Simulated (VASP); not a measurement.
A run of VASP 6.6.1 is set up as follows.

The input INCAR:

```
SYSTEM = MgI
PREC = Accurate ; ENCUT = 600
EDIFF = 1E-6 ; ISMEAR = 0
SIGMA = 0.1 ; LREAL = .FALSE.
LASPH = .TRUE. ; NELM = 60
ALGO = Normal ; ISIF = 3
LWAVE = .FALSE. ; LCHARG = .FALSE.
GGA = PS ; IBRION = 2
NSW = 80 ; EDIFFG = -0.01
```

The input KPOINTS:

```
regular mesh
0
G
  12 12 4
  0 0 0
```

File POSCAR:

```
MgI
1.0
    3.9589848186      0.0000000000      0.0000000000
   -1.9794924093      3.4285814261      0.0000000000
    0.0000000000      0.0000000000      9.9091559487
Mg I
2 2
Direct
    0.6666666667      0.3333333333      0.8404774793
    0.3333333333      0.6666666667      0.3404774793
    0.6666666667      0.3333333333      0.5345225207
    0.3333333333      0.6666666667      0.0345225207
```

Potentials or basis: VASP PAW PBE potentials, release 64 (Mg, I).

Launch:

```console
$ cat potpaw_PBE.64/Mg/POTCAR potpaw_PBE.64/I/POTCAR > POTCAR
$ mpirun -np 1 vasp_std > vasp.out
```

Task: What does it give for the band gap on the k mesh?

Result: Zero (bands 9 and 10 overlap by 1.22 eV).

Task: Estimate the space group after relaxing (to 0.1 Å).

Result: P6_3mc (No. 186).

Task: What does it give for the relaxed volume?

Result: 33.86 Å³/atom.

Task: Predict the relaxed cell.

Result: a = 3.971 Å, b = 3.971 Å, c = 9.920 Å, α = 90.00°, β = 90.00°, γ = 120.00°.

Final structure:
```
Mg I
1.0
     3.97073    0.00000    0.00000
    -1.98536    3.43875    0.00000
     0.00000    0.00000    9.92020
Mg I
2 2
Direct
  0.66667 0.33333 0.84064
  0.33333 0.66667 0.34064
  0.66667 0.33333 0.53436
  0.33333 0.66667 0.03436
```

Caveat: the PAW data sets were made with another functional, which shifts forces and pressure a little; spin-orbit coupling is left out, which moves the levels of the heavy elements.
